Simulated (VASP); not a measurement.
# TiC (Fm-3m) in VASP: notebook, part 2 of 2

VASP 6.6.1. The steps go on from the part before.

## Step 5: Single point, BLYP

This run uses another cell than the first one, of 9.55 Å³/atom, 0.940 times its volume.

Contents of INCAR:

```
SYSTEM = TiC
  AGGAC = 1.0
  AGGAX = 1.0
  ALDAC = 0.0
  ALDAX = 1.0
  ALGO = Normal
  EDIFF = 1E-6
  ENCUT = 520
  GGA = B5
  ISIF = 2
  ISMEAR = -1
  LASPH = .True.
  LCHARG = .False.
  LREAL = .False.
  LWAVE = .False.
  NBANDS = 15
  NELM = 100
  PREC = Accurate
  SIGMA = 0.05
```

Contents of KPOINTS:

```
k-points
0
Gamma
  11 11 11
  0 0 0
```

Contents of POSCAR:

```
TiC
1.0
    0.0000000000      2.1215080947      2.1215080947
    2.1215080947      0.0000000000      2.1215080947
    2.1215080947      2.1215080947      0.0000000000
Ti C
1 1
Direct
    0.0000000000      0.0000000000      0.0000000000
    0.5000000000      0.5000000000      0.5000000000
```

Potentials or basis: VASP PAW PBE potentials, release 64 (Ti_sv, C).

The run is started by

```sh
$ cat potpaw_PBE.64/Ti_sv/POTCAR potpaw_PBE.64/C/POTCAR > POTCAR
$ mpirun -np 1 vasp_std > vasp.out
```

OUTCAR:

```text
SYSTEM = TiC
   EDIFF = 1E-6
   ENCUT = 520
   GGA = B5
   ISIF = 2
   ISMEAR = -1
   LASPH = .True.
   LREAL = .False.
   NELM = 100
   PREC = Accurate

 ion  position               nearest neighbor table
   1  0.000  0.000  0.000-   2 2.12   2 2.12   2 2.12   2 2.12   2 2.12   2 2.12
   2  0.500  0.500  0.500-   1 2.12   1 2.12   1 2.12   1 2.12   1 2.12   1 2.12

  LATTYP: Found a face centered cubic cell.
 ALAT       =     4.2430161894

  Lattice vectors:

 A1 = (   0.0000000000,   2.1215080947,   2.1215080947)
 A2 = (   2.1215080947,   0.0000000000,   2.1215080947)
 A3 = (   2.1215080947,   2.1215080947,   0.0000000000)

Analysis of symmetry for initial positions (statically):
=====================================================================
 Subroutine PRICEL returns:
 Original cell was already a primitive cell.

 Routine SETGRP: Setting up the symmetry group for a
 face centered cubic supercell.

 Subroutine GETGRP returns: Found 48 space group operations
[... 9 lines left out ...]

 Routine SETGRP: Setting up the symmetry group for a
 face centered cubic supercell.

 Subroutine GETGRP returns: Found 48 space group operations
[... 11 lines left out ...]
                                     Primitive cell

  volume of cell :      19.0970

  direct lattice vectors                    reciprocal lattice vectors
     0.000000000  2.121508095  2.121508095    -0.235681401  0.235681401  0.235681401
     2.121508095  0.000000000  2.121508095     0.235681401 -0.235681401  0.235681401
     2.121508095  2.121508095  0.000000000     0.235681401  0.235681401 -0.235681401

  length of vectors
     3.000265520  3.000265520  3.000265520     0.408212161  0.408212161  0.408212161

  position of ions in fractional coordinates (direct lattice)
[... 8 lines left out ...]
----------------------------------------------------------------------------------------

 KPOINTS: k-points

Automatic generation of k-mesh.
 Grid dimensions read from file:
 generate k-points for:   11   11   11

 Generating k-lattice:

  Cartesian coordinates                     Fractional coordinates (reciprocal lattice)
    -0.021425582  0.021425582  0.021425582     0.090909091  0.000000000  0.000000000
     0.021425582 -0.021425582  0.021425582     0.000000000  0.090909091  0.000000000
     0.021425582  0.021425582 -0.021425582     0.000000000  0.000000000  0.090909091

  Length of vectors
     0.037110196  0.037110196  0.037110196

  Shift w.r.t. Gamma in fractional coordinates (k-lattice)
     0.000000000  0.000000000  0.000000000

 Subroutine IBZKPT returns following result:
 ===========================================

 Found     56 irreducible k-points:

 Following reciprocal coordinates:
            Coordinates               Weight
  0.000000  0.000000  0.000000      1.000000
  0.090909  0.000000  0.000000      8.000000
  0.181818  0.000000  0.000000      8.000000
  0.272727  0.000000  0.000000      8.000000
  0.363636  0.000000  0.000000      8.000000
  0.454545  0.000000  0.000000      8.000000
[... 16 lines left out ...]
 -0.272727  0.181818  0.000000     24.000000
 -0.181818  0.181818  0.000000     12.000000
 [... further k-points ...]
   k-points           NKPTS =     56   k-points in BZ     NKDIM =     56   number of bands    NBANDS=     15
   number of dos      NEDOS =    301   number of ions     NIONS =      2
   total plane-waves  NPLWV =  13824
   dimension x,y,z NGX =    24 NGY =   24 NGZ =   24
   dimension x,y,z NGXF=    48 NGYF=   48 NGZF=   48
   ions per type =               1   1
   NGX,Y,Z   is equivalent  to a cutoff of  13.30, 13.30, 13.30 a.u.
   NGXF,Y,Z  is equivalent  to a cutoff of  26.60, 26.60, 26.60 a.u.
 SYSTEM =  TiC
   PREC   = accura    normal or accurate (medium, high low for compatibility)
   ISTART =      0    job   : 0-new  1-cont  2-samecut
   ICHARG =      2    charge: 1-file 2-atom 10-const
   ISPIN  =      1    spin polarized calculation?
   LNONCOLLINEAR =      F non collinear calculations
   LSORBIT =      F    spin-orbit coupling
   LASPH  =      T    aspherical Exc in radial PAW
   ENCUT  =  520.0 eV  38.22 Ry    6.18 a.u.   5.58  5.58  5.58*2*pi/ulx,y,z
   NELM   =    100;   NELMIN=  2; NELMDL= -5     # of ELM steps
   EDIFF  = 0.1E-05   stopping-criterion for ELM
   LREAL  =      F    real-space projection
   EDIFFG = 0.1E-04   stopping-criterion for IOM
   NSW    =      0    number of steps for IOM
   IBRION =     -1    ionic relax: 0-MD 1-quasi-New 2-CG
   NFREE  =      0    steps in history (QN), initial steepest desc. (CG)
   ISIF   =      2    stress and relaxation
   ISYM   =      2    0-nonsym 1-usesym 2-fastsym
   POTIM  = 0.5000    time-step for ionic-motion
   TEBEG  =    0.0;   TEEND  =   0.0 temperature during run
   PSTRESS=    0.0 pullay stress
   NELECT =      16.0000    total number of electrons
   NUPDOWN=      -1.0000    fix difference up-down
   EMIN   =  10.00;   EMAX   =-10.00  energy-range for DOS
   EFERMI =   0.00;   METHOD = LEGACY
   ISMEAR =    -1;   SIGMA  =   0.05  broadening in eV -4-tet -1-fermi 0-gaus
   EFERMI_NEDOS =   21; number of points for ismear=-14 and -15
   IALGO  =     38    algorithm
   IMIX   =      4    mixing-type and parameters
     AMIX     =   0.40;   BMIX     =  1.00
     AMIX_MAG =   1.60;   BMIX_MAG =  1.00
  volume/ion in A,a.u.               =       9.55        64.44
  Fermi-wavevector in a.u.,A,eV,Ry     =   1.543335  2.916480 32.407474  2.381882
  Thomas-Fermi vector in A             =   2.649012
   LORBIT       =      0    0 simple, 1 ext, 2 COOP (PROOUT), +10 PAW based schemes
   GGA     = B5    functional components
   LHFCALC =     F    Hartree Fock is set to
   AEXX    =    0.0000 exact exchange contribution
   IVDW    =     0    specifies the selected vdW correction
   LEPSILON=     F    determine dielectric tensor
   LRPA    =     F    only Hartree local field effects (RPA)
 non-spin polarized calculation
  energy-cutoff  :      520.00
  volume of cell :       19.10
 maximum number of plane-waves:       532
   NGX = 11   NGY = 11   NGZ = 11

 number of electron      16.0000002 magnetization

 Free energy of the ion-electron system (eV)
  ---------------------------------------------------
  ext. energy  EPLUGINS =         0.00000000
  ---------------------------------------------------
  free energy    TOTEN  =       -16.88863853 eV

  energy without entropy =      -16.88615021  energy(sigma->0) =      -16.88739437

 E-fermi :  10.6642     XC(G=0): -12.3597

 val. band max:       10.5850972186   @ k =   0.4545   0.4545   0.0000
 cond. band min:      10.7068663290   @ k =   0.0909   0.0000   0.0000
 fundamental gap:      0.1217691104
 Fermi energy:        10.6641794922

 k-point     1 :       0.0000    0.0000    0.0000
  band No.  band energies     occupation
      1     -45.7008      2.00000
      2     -21.8391      2.00000
      3     -21.8391      2.00000
      4     -21.8391      2.00000
      5      -1.9163      2.00000
      6      11.3026      0.00001
      7      11.3026      0.00001
      8      11.3026      0.00001
      9      12.2891      0.00000
     10      12.2891      0.00000
     11      12.2891      0.00000
     12      12.3592      0.00000
     13      12.3592      0.00000
     14      22.2741      0.00000
     15      25.4874      0.00000

 k-point     2 :       0.0909    0.0000    0.0000
  band No.  band energies     occupation
      1     -45.6932      2.00000
      2     -21.8897      2.00000
      3     -21.8437      2.00000
      4     -21.8437      2.00000
      5      -1.7190      2.00000
      6      10.4550      1.96996
      7      10.7069      0.59730
      8      10.7069      0.59729
      9      11.6336      0.00000
     10      11.6336      0.00000
     11      12.7431      0.00000
     12      13.8994      0.00000
     13      13.8994      0.00000
     14      22.5714      0.00000
     15      25.5591      0.00000
[... 365 lines left out ...]
      3     -22.0180      2.00000
      4     -21.8836      2.00000
      5       0.6497      2.00000
      6       6.2552      2.00000
      7       7.8593      2.00000
      8       8.0601      2.00000
      9      12.7014      0.00000
     10      13.7106      0.00000
     11      14.5815      0.00000
     12      16.0589      0.00000
     13      18.9225      0.00000
     14      22.5323      0.00000
     15      25.0874      0.00000

 k-point    24 :      -0.1818    0.1818    0.0000
  band No.  band energies     occupation
      1     -45.6368      2.00000
      2     -22.1749      2.00000
      3     -21.9705      2.00000
      4     -21.8618      2.00000
      5      -0.1120      2.00000
      6       7.2369      2.00000
      7       8.2391      2.00000
      8       8.6172      2.00000
      9      12.2056      0.00000
     10      13.3787      0.00000
     11      14.3234      0.00000
     12      15.2618      0.00000
     13      18.2144      0.00000
     14      23.3566      0.00000
     15      24.9600      0.00000

 [... further k-points ...]
[... 5 lines left out ...]
  --------------------------------------------------------------------------------------
  -------------------------------------------------------------------------------------
  Total        3.2628430      3.2628430      3.2628430     -0.0000000      0.0000000     -0.0000000
  in kB      273.7427875    273.7427875    273.7427875     -0.0000000      0.0000000     -0.0000000
  external PRESSURE =     273.7427875 kB  Pullay stress =       0.0000000 kB

 VOLUME and BASIS-vectors are now :
 -----------------------------------------------------------------------------
  energy-cutoff  :      520.00
  volume of cell :       19.10
      direct lattice vectors                 reciprocal lattice vectors
     0.000000000  2.121508095  2.121508095    -0.235681401  0.235681401  0.235681401
     2.121508095  0.000000000  2.121508095     0.235681401 -0.235681401  0.235681401
     2.121508095  2.121508095  0.000000000     0.235681401  0.235681401 -0.235681401

 POSITION                                       TOTAL-FORCE (eV/Angst)
 -----------------------------------------------------------------------------------
      0.00000      0.00000      0.00000         0.000000     -0.000000      0.000000
      2.12151      2.12151      2.12151        -0.000000      0.000000     -0.000000
 -----------------------------------------------------------------------------------
    total drift:                                0.000000     -0.000000     -0.000000

  FREE ENERGIE OF THE ION-ELECTRON SYSTEM (eV)
  ---------------------------------------------------
  free  energy   TOTEN  =       -16.8886385333 eV

  energy  without entropy=      -16.8861502140  energy(sigma->0) =      -16.88739437
```

OSZICAR:

```text
N       E                     dE             d eps       ncg     rms          rms(c)
DAV:   1     0.120133708393E+03    0.12013E+03   -0.80781E+03  1680   0.129E+03
DAV:   2    -0.152116018565E+02   -0.13535E+03   -0.12670E+03  1799   0.334E+02
DAV:   3    -0.226250356422E+02   -0.74134E+01   -0.73025E+01  2151   0.775E+01
DAV:   4    -0.228615918485E+02   -0.23656E+00   -0.23635E+00  2063   0.128E+01
DAV:   5    -0.228686934269E+02   -0.71016E-02   -0.71003E-02  2181   0.195E+00    0.198E+01
DAV:   6    -0.175546767469E+02    0.53140E+01   -0.13074E+01  2349   0.590E+01    0.732E+00
DAV:   7    -0.169048944747E+02    0.64978E+00   -0.24943E+00  1988   0.229E+01    0.552E+00
DAV:   8    -0.168866591729E+02    0.18235E-01   -0.11606E-01  1885   0.380E+00    0.353E+00
DAV:   9    -0.168906687216E+02   -0.40095E-02   -0.70042E-02  2448   0.348E+00    0.661E-01
DAV:  10    -0.168895413961E+02    0.11273E-02   -0.99151E-03  2107   0.138E+00    0.504E-01
DAV:  11    -0.168886825294E+02    0.85887E-03   -0.14730E-03  2037   0.500E-01    0.949E-02
DAV:  12    -0.168886465394E+02    0.35990E-04   -0.13658E-04  2044   0.123E-01    0.242E-02
DAV:  13    -0.168886382072E+02    0.83322E-05   -0.15135E-05  1981   0.420E-02    0.721E-03
DAV:  14    -0.168886385333E+02   -0.32607E-06   -0.32937E-07  1190   0.914E-03
   1 F= -.16888639E+02 E0= -.16887394E+02  d E =-.248832E-02
```

It took 19 s on 1 thread of AMD EPYC 7R13 (Zen 3), shared host; peak memory 0.11 GiB.

Results:

```yaml
Free_energy: -16.8886 eV
Pressure: 27.4 GPa
Band_gap_on_the_k_mesh: zero (band 8 reaches 11.30 eV, above the bottom of band 9 at 10.18 eV)
```

Levels at points of the mesh, in eV from the Fermi level:
```tsv
k point	band 5	band 6	band 7	band 8	band 9	band 10	band 11	band 12
(0.00, 0.00, 0.00)	-12.58	0.64	0.64	0.64	1.62	1.62	1.62	1.70
```

Caveat: the PAW data sets were made with another functional, which shifts forces and pressure a little.

## Step 6: The runs side by side

```csv
task,level,cell,cutoff (eV),gap on the mesh (eV),pressure (GPa)
relaxation of cell and atoms,BLYP+D3(BJ),"relaxed from a = 3.063 Å, angles 60.0°, 2 atoms",600,none,-0.1
single point,PBE+D3(BJ),"a = 3.000 Å, angles 60.0°, 2 atoms",520,none,9.8
single point,RPBE+D4,"a = 3.000 Å, angles 60.0°, 2 atoms",520,none,10.7
single point,BLYP,"a = 3.000 Å, angles 60.0°, 2 atoms",520,none,27.4
```

Alike in all rows: potentials or basis VASP PAW PBE potentials, release 64 (Ti_sv, C); no spin polarisation; k mesh 11 × 11 × 11; smearing fermi-dirac 0.05 eV.

Caveats: the PAW data sets were made with another functional, which shifts forces and pressure a little (some runs); pairwise dispersion overbinds metals, which lowers pressure and volume (some runs).

Absolute energies hang on the potentials; compare differences alone.
